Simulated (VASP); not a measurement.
A run of VASP 6.6.1:

INCAR

```
SYSTEM = FeO
  ALGO = Normal
  EDIFF = 1E-6
  ENCUT = 600
  GGA = PE
  GGA_COMPAT = .False.
  ISIF = 2
  ISMEAR = 0
  ISPIN = 2
  LASPH = .True.
  LCHARG = .True.
  LELF = .True.
  LMAXMIX = 4
  LORBIT = 11
  LREAL = .False.
  LVHAR = .True.
  LWAVE = .False.
  MAGMOM = 3.79 0.35
  NBANDS = 18
  NELM = 200
  PREC = Accurate
  SIGMA = 0.15
```

File KPOINTS:

```
k-points
0
Gamma
  20 20 20
  0 0 0
```

POSCAR

```
FeO
1.0
    0.0000000000      1.9829680000      2.2416160000
    1.9829680000      0.0000000000      2.2416160000
    1.9829680000      1.9829680000      0.0000000000
Fe O
1 1
Direct
    0.0000000000      0.0000000000      0.0000000000
    0.5000000000      0.5000000000      0.5000000000
```

Potentials or basis: VASP PAW PBE potentials, release 64 (Fe, O).

Command:

```bash
$ cat potpaw_PBE.64/Fe/POTCAR potpaw_PBE.64/O/POTCAR > POTCAR
$ mpirun -np 1 vasp_std > vasp.out
```

Hardware: 1 thread of AMD EPYC 9R45 96-Core Processor (Zen 5), on a shared host.

Q: Estimate the wall time of this run.

A: Run time: 5.1 min on 1 thread of AMD EPYC 9R45 96-Core Processor (Zen 5), with other jobs on the host, peak memory 0.44 GiB. Counts: scf iterations 15, k points 641.
